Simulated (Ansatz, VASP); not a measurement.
**Mo: VASP beside Ansatz**

```
Mo
1.0
     0.00000    2.89067    2.89067
     2.89067    0.00000    2.89067
     2.89067    2.89067    0.00000
Mo
2
Cartesian
  0.0000 0.0000 0.0000
  1.4453 1.4453 1.4453
```

Change from the starting cell: volume scaled by 1.05, PAW files.

Alike in both runs: task electric field gradients; functional PBE; k mesh 11 × 11 × 11; occupations fermi-dirac, width 0.05 eV; no spin polarisation.

```csv
,VASP,Ansatz
version,VASP 6.6.1,Ansatz 0.2.0
potentials or method,"VASP PAW PBE potentials, release 64 (Mo_sv)","PAW with Ansatz's default frozen-core files, scalar-relativistic"
plane-wave cutoff (eV),520,420
valence electrons in the cell,28,28
```

VASP gave:

```
pressure (GPa) : -4.4
```

Q: Estimate Ansatz's values.

A: Pressure (GPa): -4.7.
